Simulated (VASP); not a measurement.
# Ag (P6_3/mmc) in VASP: notebook

Ag is run at these levels: PBE; tasks: relaxation of cell and atoms.

Everything below comes from runs of VASP 6.6.1. Logs are shortened: lines on timing, memory, paths and dates and some standing lists are left out, and cuts for length are marked.

## (1) The cell of the first run

Symmetry: P6_3/mmc, No. 194, hexagonal system. The conventional cell has a = 2.930 Å, b = 2.930 Å, c = 4.790 Å, α = 90.00°, β = 90.00°, γ = 120.00°. Ag (site symmetry -6m2) has 12 Ag at 2.93 Å within 3.9 Å.

This isn't the form of Ag at room conditions, which is fcc.

## (2) Relaxation of cell and atoms, PBE

Input file INCAR:

```
PREC = Accurate ; ENCUT = 600
EDIFF = 1E-6 ; ISMEAR = 0
SIGMA = 0.1 ; LREAL = F
LASPH = T ; NELM = 100
ALGO = Fast ; ISIF = 3
LWAVE = F ; LCHARG = F
GGA = PE ; IBRION = 2
NSW = 100 ; EDIFFG = -0.005
```

Input file KPOINTS:

```
Automatic mesh
0
Gamma
  18 18 10
```

Input file POSCAR:

```
Ag
1.0
    2.9299980804      0.0000000000      0.0000000000
   -1.4649990402      2.5374527707      0.0000000000
    0.0000000000      0.0000000000      4.7900000000
Ag
2
Direct
    0.3333333333      0.6666666667      0.2500000000
    0.6666666667      0.3333333333      0.7500000000
```

Potentials or basis: VASP PAW PBE potentials, release 64 (Ag).

Command:

```sh
$ cat potpaw_PBE.64/Ag/POTCAR > POTCAR
$ mpirun -np 1 vasp_std > vasp.out
```

OUTCAR:

```text
PREC = Accurate
   ENCUT = 600
   EDIFF = 1E-6
   ISMEAR = 0
   LREAL = F
   LASPH = T
   NELM = 100
   ISIF = 3
   GGA = PE
   IBRION = 2
   NSW = 100
   EDIFFG = -0.005

 ion  position               nearest neighbor table
   1  0.333  0.667  0.250-   2 2.93   2 2.93   2 2.93   2 2.93   2 2.93   2 2.93
   2  0.667  0.333  0.750-   1 2.93   1 2.93   1 2.93   1 2.93   1 2.93   1 2.93

  LATTYP: Found a hexagonal cell.
 ALAT       =     2.9299980804
 C/A-ratio  =     1.6348133577

  Lattice vectors:

 A1 = (   2.9299980804,   0.0000000000,   0.0000000000)
 A2 = (  -1.4649990402,   2.5374527707,   0.0000000000)
 A3 = (   0.0000000000,   0.0000000000,   4.7900000000)

Analysis of symmetry for initial positions (statically):
=====================================================================
 Subroutine PRICEL returns:
 Original cell was already a primitive cell.

 Routine SETGRP: Setting up the symmetry group for a
 hexagonal supercell.

 Subroutine GETGRP returns: Found 24 space group operations
 (whereof 12 operations were pure point group operations)
 out of a pool of 24 trial point group operations.

The static configuration has the point symmetry D_3d.
 The point group associated with its full space group is D_6h.

Analysis of symmetry for dynamics (positions and initial velocities):
=====================================================================
 Subroutine PRICEL returns:
 Original cell was already a primitive cell.

 Routine SETGRP: Setting up the symmetry group for a
 hexagonal supercell.

 Subroutine GETGRP returns: Found 24 space group operations
 (whereof 12 operations were pure point group operations)
 out of a pool of 24 trial point group operations.

The dynamic configuration has the point symmetry D_3d.
 The point group associated with its full space group is D_6h.

 Subroutine INISYM returns: Found 24 space group operations
 (whereof 12 operations are pure point group operations),
 and found     1 'primitive' translations

----------------------------------------------------------------------------------------

                                     Primitive cell

  volume of cell :      35.6124

  direct lattice vectors                    reciprocal lattice vectors
     2.929998080  0.000000000  0.000000000     0.341297152  0.197048003  0.000000000
    -1.464999040  2.537452771  0.000000000     0.000000000  0.394096005  0.000000000
     0.000000000  0.000000000  4.790000000     0.000000000  0.000000000  0.208768267

  length of vectors
     2.929998080  2.929998080  4.790000000     0.394096005  0.394096005  0.208768267

  position of ions in fractional coordinates (direct lattice)
     0.333333333  0.666666667  0.250000000
     0.666666667  0.333333333  0.750000000

  ion indices of the primitive-cell ions
   primitive index   ion index
                 1           1
                 2           2

----------------------------------------------------------------------------------------

 KPOINTS: Automatic mesh

Automatic generation of k-mesh.
 Grid dimensions read from file:
 generate k-points for:   18   18   10

 Generating k-lattice:

  Cartesian coordinates                     Fractional coordinates (reciprocal lattice)
     0.018960953  0.010947111  0.000000000     0.055555556  0.000000000  0.000000000
     0.000000000  0.021894223  0.000000000     0.000000000  0.055555556  0.000000000
     0.000000000  0.000000000  0.020876827     0.000000000  0.000000000  0.100000000

  Length of vectors
     0.021894223  0.021894223  0.020876827

  Shift w.r.t. Gamma in fractional coordinates (k-lattice)
     0.000000000  0.000000000  0.000000000

 Subroutine IBZKPT returns following result:
 ===========================================

 Found    222 irreducible k-points:

 Following reciprocal coordinates:
            Coordinates               Weight
  0.000000  0.000000  0.000000      1.000000
  0.055556  0.000000  0.000000      6.000000
  0.111111  0.000000  0.000000      6.000000
  0.166667  0.000000  0.000000      6.000000
  0.222222  0.000000  0.000000      6.000000
  0.277778  0.000000  0.000000      6.000000
[... 16 lines left out ...]
  0.333333  0.111111  0.000000     12.000000
  0.388889  0.111111  0.000000     12.000000
 [... further k-points ...]
   k-points           NKPTS =    222   k-points in BZ     NKDIM =    222   number of bands    NBANDS=     15
   number of dos      NEDOS =    301   number of ions     NIONS =      2
   total plane-waves  NPLWV =  23040
   dimension x,y,z NGX =    24 NGY =   24 NGZ =   40
   dimension x,y,z NGXF=    48 NGYF=   48 NGZF=   80
   ions per type =               2
   NGX,Y,Z   is equivalent  to a cutoff of  13.62, 13.62, 13.88 a.u.
   NGXF,Y,Z  is equivalent  to a cutoff of  27.23, 27.23, 27.77 a.u.
 SYSTEM =  unknown system
   PREC   = accura    normal or accurate (medium, high low for compatibility)
   ISTART =      0    job   : 0-new  1-cont  2-samecut
   ICHARG =      2    charge: 1-file 2-atom 10-const
   ISPIN  =      1    spin polarized calculation?
   LNONCOLLINEAR =      F non collinear calculations
   LSORBIT =      F    spin-orbit coupling
   LASPH  =      T    aspherical Exc in radial PAW
   ENCUT  =  600.0 eV  44.10 Ry    6.64 a.u.   5.85  5.85  9.57*2*pi/ulx,y,z
   NELM   =    100;   NELMIN=  2; NELMDL= -5     # of ELM steps
   EDIFF  = 0.1E-05   stopping-criterion for ELM
   LREAL  =      F    real-space projection
   EDIFFG = -.5E-02   stopping-criterion for IOM
   NSW    =    100    number of steps for IOM
   IBRION =      2    ionic relax: 0-MD 1-quasi-New 2-CG
   NFREE  =      1    steps in history (QN), initial steepest desc. (CG)
   ISIF   =      3    stress and relaxation
   ISYM   =      2    0-nonsym 1-usesym 2-fastsym
   POTIM  = 0.5000    time-step for ionic-motion
   TEBEG  =    0.0;   TEEND  =   0.0 temperature during run
   PSTRESS=    0.0 pullay stress
   NELECT =      22.0000    total number of electrons
   NUPDOWN=      -1.0000    fix difference up-down
   EMIN   =  10.00;   EMAX   =-10.00  energy-range for DOS
   EFERMI =   0.00;   METHOD = LEGACY
   ISMEAR =     0;   SIGMA  =   0.10  broadening in eV -4-tet -1-fermi 0-gaus
   EFERMI_NEDOS =   21; number of points for ismear=-14 and -15
   IALGO  =     68    algorithm
   IMIX   =      4    mixing-type and parameters
     AMIX     =   0.40;   BMIX     =  1.00
     AMIX_MAG =   1.60;   BMIX_MAG =  1.00
  volume/ion in A,a.u.               =      17.81       120.16
  Fermi-wavevector in a.u.,A,eV,Ry     =   1.394276  2.634800 26.449806  1.944006
  Thomas-Fermi vector in A             =   2.517841
   LORBIT       =      0    0 simple, 1 ext, 2 COOP (PROOUT), +10 PAW based schemes
   GGA     = PE    functional components
   LHFCALC =     F    Hartree Fock is set to
   AEXX    =    0.0000 exact exchange contribution
   IVDW    =     0    specifies the selected vdW correction
   LEPSILON=     F    determine dielectric tensor
   LRPA    =     F    only Hartree local field effects (RPA)
 conjugate gradient relaxation of ions
 non-spin polarized calculation
 RMM-DIIS sequential band-by-band and
 Gauss-broadening in eV      SIGMA  =   0.10
  energy-cutoff  :      600.00
  volume of cell :       35.61
 maximum number of plane-waves:      1204
 NGX is ok and might be reduce to    24
   NGX = 11   NGY = 11   NGZ = 19

--------------------------------------- Ionic step        1  -------------------------------------------

 number of electron      22.0000005 magnetization

 Free energy of the ion-electron system (eV)
  ---------------------------------------------------
  ext. energy  EPLUGINS =         0.00000000
  ---------------------------------------------------
  free energy    TOTEN  =        -5.42672324 eV

  energy without entropy =       -5.42266578  energy(sigma->0) =       -5.42469451

------------------------ aborting loop because EDIFF is reached ----------------------------------------

  FORCE on cell =-STRESS in cart. coord.  units (eV):
  Direction    XX          YY          ZZ          XY          YZ          ZX
  --------------------------------------------------------------------------------------
  -------------------------------------------------------------------------------------
  Total        0.0926572      0.0926572      0.1028537      0.0000000     -0.0000000      0.0000000
  in kB        4.1685873      4.1685873      4.6273214      0.0000000     -0.0000000      0.0000000
  external PRESSURE =       4.3214987 kB  Pullay stress =       0.0000000 kB
[... 57 lines left out ...]
  energy  without entropy=       -5.4226464891  energy(sigma->0) =       -5.42466308

--------------------------------------- Ionic step        3  -------------------------------------------

 number of electron      22.0000005 magnetization

 Free energy of the ion-electron system (eV)
  ---------------------------------------------------
  ext. energy  EPLUGINS =         0.00000000
  ---------------------------------------------------
  free energy    TOTEN  =        -5.42682299 eV

  energy without entropy =       -5.42277409  energy(sigma->0) =       -5.42479854

 E-fermi :   7.7938     XC(G=0): -11.9356

 val. band max:        7.7674609012   @ k =   0.0556   0.0000   0.0000
 cond. band min:       7.7973644597   @ k =   0.4444   0.0556   0.2000
 fundamental gap:      0.0299035585
 Fermi energy:         7.7937975679

 k-point     1 :       0.0000    0.0000    0.0000
  band No.  band energies     occupation
      1       0.3706      2.00000
      2       1.6881      2.00000
      3       3.1538      2.00000
      4       3.2474      2.00000
      5       3.2474      2.00000
      6       3.4654      2.00000
      7       3.4654      2.00000
      8       3.7915      2.00000
      9       3.7915      2.00000
     10       4.7241      2.00000
     11       4.7241      2.00000
     12       7.5242      1.99986
     13      11.1394      0.00000
     14      23.3340      0.00000
     15      25.1856      0.00000
[... 397 lines left out ...]
 k-point    24 :       0.3889    0.1111    0.0000
  band No.  band energies     occupation
      1       1.9373      2.00000
      2       2.1386      2.00000
      3       2.2310      2.00000
      4       3.1365      2.00000
      5       3.4650      2.00000
      6       3.6425      2.00000
      7       3.7515      2.00000
      8       4.7147      2.00000
      9       4.8364      2.00000
     10       4.8603      2.00000
     11       7.4425      2.00000
     12      10.5259      0.00000
     13      14.2523      0.00000
     14      14.6222      0.00000
     15      16.6057      0.00000

 [... further k-points ...]
[... 5 lines left out ...]
  --------------------------------------------------------------------------------------
  -------------------------------------------------------------------------------------
  Total       -0.0027723     -0.0027723      0.0064183      0.0000000      0.0000000      0.0000000
  in kB       -0.1243875     -0.1243875      0.2879785      0.0000000      0.0000000      0.0000000
  external PRESSURE =       0.0130678 kB  Pullay stress =       0.0000000 kB
[... 17 lines left out ...]
  FREE ENERGIE OF THE ION-ELECTRON SYSTEM (eV)
  ---------------------------------------------------
  free  energy   TOTEN  =        -5.4268229887 eV

  energy  without entropy=       -5.4227740883  energy(sigma->0) =       -5.42479854

 reached required accuracy - stopping structural energy minimisation
```

Wall time 68 s (1 thread of Intel Xeon 6975P-C (Granite Rapids), shared host); peak memory 0.26 GiB.

What came out:

* Free energy: -5.4268 eV
* Relaxed volume: 17.85 Å³/atom
* Relaxed cell: a = 2.933 Å, b = 2.933 Å, c = 4.795 Å, α = 90.00°, β = 90.00°, γ = 120.00°
* Space group after relaxing (to 0.1 Å): P6_3/mmc (No. 194)
* Energy gained by relaxing: 0.0 meV/atom
* Ionic steps: 3
* Pressure after relaxing: 0.0 GPa
* Band gap on the k mesh: zero (bands 11 and 12 overlap by 7.35 eV)

Final structure:
```
Ag
1.0
     2.93254    0.00000    0.00000
    -1.46627    2.53965    0.00000
     0.00000    0.00000    4.79461
Ag
2
Direct
  0.33333 0.66667 0.25000
  0.66667 0.33333 0.75000
```

Levels at points of the mesh, in eV from the Fermi level:
| k point | band 7 | band 8 | band 9 | band 10 | band 11 | band 12 | band 13 | band 14 | band 15 |
| --- | --- | --- | --- | --- | --- | --- | --- | --- | --- |
| (0.00, 0.00, 0.00) | -4.33 | -4.00 | -4.00 | -3.07 | -3.07 | -0.27 | 3.35 | 15.54 | 17.39 |
| (0.50, 0.00, 0.00) | -3.69 | -2.95 | -2.90 | -2.82 | 0.14 | 1.46 | 6.69 | 6.96 | 9.00 |
| (0.00, 0.00, 0.50) | -4.37 | -4.37 | -3.36 | -3.36 | -3.36 | -3.36 | 10.79 | 10.79 | 15.89 |
| (0.50, 0.00, 0.50) | -3.11 | -3.11 | -2.87 | -2.87 | 0.83 | 0.83 | 4.35 | 4.35 | 13.27 |

(Part 1 of 2 ends here.)

The gap in the log of VASP goes by the Fermi energy; the results here count the filled bands.